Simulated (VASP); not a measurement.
Write the native input for VASP 6.6.1 that does the following.

| Item | Value |
| --- | --- |
| Task | relaxation of the atoms |
| Functional | r2SCAN |
| Dispersion | D3(BJ) |
| Potentials or basis | VASP PAW PBE potentials, release 64 (C, F, S, H) |
| Cutoff | 520 eV |
| k mesh | 1 × 1 × 1 |
| Occupations | fermi-dirac, width 0.05 eV |
| Spin | no spin polarisation |
| Dipole correction | no |
| Further INCAR settings | LREAL = Auto; ALGO = Normal; EDIFF = 1e-06; IBRION = 2; EDIFFG = -0.3; NSW = 35 |

System: H2CSF4.

```xyz
24
Lattice="7.9280 0.0000 0.0000 0.0000 7.9280 0.0000 0.0000 0.0000 7.9280" Properties=species:S:1:pos:R:3 pbc="T T T"
C     4.5973    6.6943    7.4372
C     1.7048    1.9437    5.8660
C     7.4607    4.8240    0.4556
F     5.4420    7.2395    8.3068
F     3.6499    6.0332    8.0947
F     4.0406    7.6508    6.7010
F     5.2568    5.8536    6.6464
F     0.6362    1.6625    6.6048
F     1.9989    0.9000    5.0970
F     1.4489    2.9998    5.1005
F     2.7353    2.2123    6.6614
F     7.7067    5.9634    1.0943
F     6.2237    4.4211    0.7285
F     7.5859    5.0142   -0.8540
F     8.3265    3.8971    0.8535
S     4.0590    4.2781    3.9059
S     6.9911    1.4690    3.0783
S     1.3537    5.7970    4.2784
H     3.3141    4.3175    2.7934
H     4.7931    3.2453    3.4715
H     6.8929    2.7391    3.4923
H     6.7556    1.7859    1.7984
H     1.1175    6.8556    5.0643
H     2.1832    6.4784    3.4773
```

The input as run:

POSCAR

```
H2CSF4
1.0
    7.9280000000      0.0000000000      0.0000000000
    0.0000000000      7.9280000000      0.0000000000
    0.0000000000      0.0000000000      7.9280000000
C F S H
3 12 3 6
Direct
    0.5798827000      0.8443816000      0.9380980000
    0.2150366000      0.2451637000      0.7399030000
    0.9410558000      0.6084702000      0.0574650000
    0.6864248000      0.9131522000      1.0477818000
    0.4603831000      0.7609931000      1.0210276000
    0.5096602000      0.9650300000      0.8452331000
    0.6630629000      0.7383513000      0.8383495000
    0.0802470000      0.2097023000      0.8330984000
    0.2521283000      0.1135256000      0.6429146000
    0.1827529000      0.3783838000      0.6433562000
    0.3450183000      0.2790431000      0.8402428000
    0.9720803000      0.7521955000      0.1380358000
    0.7850302000      0.5576556000      0.0918892000
    0.9568532000      0.6324642000     -0.1077194000
    1.0502595000      0.4915655000      0.1076543000
    0.5119855000      0.5396199000      0.4926757000
    0.8818233000      0.1852963000      0.3882868000
    0.1707551000      0.7312044000      0.5396580000
    0.4180268000      0.5445945000      0.3523465000
    0.6045768000      0.4093523000      0.4378807000
    0.8694358000      0.3455003000      0.4405028000
    0.8521218000      0.2252689000      0.2268393000
    0.1409518000      0.8647318000      0.6387916000
    0.2753817000      0.8171570000      0.4386099000
```

INCAR.step1

```
  PREC = Accurate
  ENCUT = 520
  ISMEAR = -1
  SIGMA = 0.05
  LREAL = Auto
  LASPH = T
  NELM = 80
  GGA = PE
  ALGO = Normal
  EDIFF = 1E-4
  LWAVE = T
  LCHARG = F
```

INCAR.step2

```
  PREC = Accurate
  ENCUT = 520
  EDIFF = 1E-6
  ISMEAR = -1
  SIGMA = 0.05
  LREAL = Auto
  LASPH = T
  NELM = 80
  ALGO = Normal
  ISIF = 2
  LWAVE = F
  LCHARG = F
  METAGGA = R2SCAN
  LMIXTAU = T
  IVDW = 12
  VDW_S6 = 1.0
  VDW_S8 = 0.78981345
  VDW_A1 = 0.49484001
  VDW_A2 = 5.73083694
  IBRION = 2
  NSW = 35
  EDIFFG = -0.3
  ISTART = 1
```

KPOINTS

```
regular mesh
0
Gamma
  1 1 1
```

Potentials or basis: VASP PAW PBE potentials, release 64 (C, F, S, H).

Command:

```sh
$ cat potpaw_PBE.64/C/POTCAR potpaw_PBE.64/F/POTCAR potpaw_PBE.64/S/POTCAR potpaw_PBE.64/H/POTCAR > POTCAR
$ cp INCAR.step1 INCAR
$ mpirun -np 1 vasp_gam > vasp.out
$ cp INCAR.step2 INCAR
$ mpirun -np 1 vasp_gam > vasp.out
```

It gave:

| Item | Value |
| --- | --- |
| Energy gained by relaxing | 2.0 meV/atom |
| Ionic steps | 4 |
| Pressure after relaxing | 0.1 GPa |
| Largest force after relaxing | 0.276 eV/Å |
| Dispersion energy per atom | -0.017 eV |

Caveat: the k points lie up to 0.79 Å⁻¹ apart; the PAW data sets were made with another functional, which shifts forces and pressure a little; the relaxation stopped at a loose force limit of 0.3 eV/Å, so its end isn't a converged minimum.

Wall time 12 min on 1 thread of Intel(R) Xeon(R) Platinum 8259CL CPU @ 2.50GHz (Skylake/Cascade Lake) (shared host), peak memory 0.61 GiB.
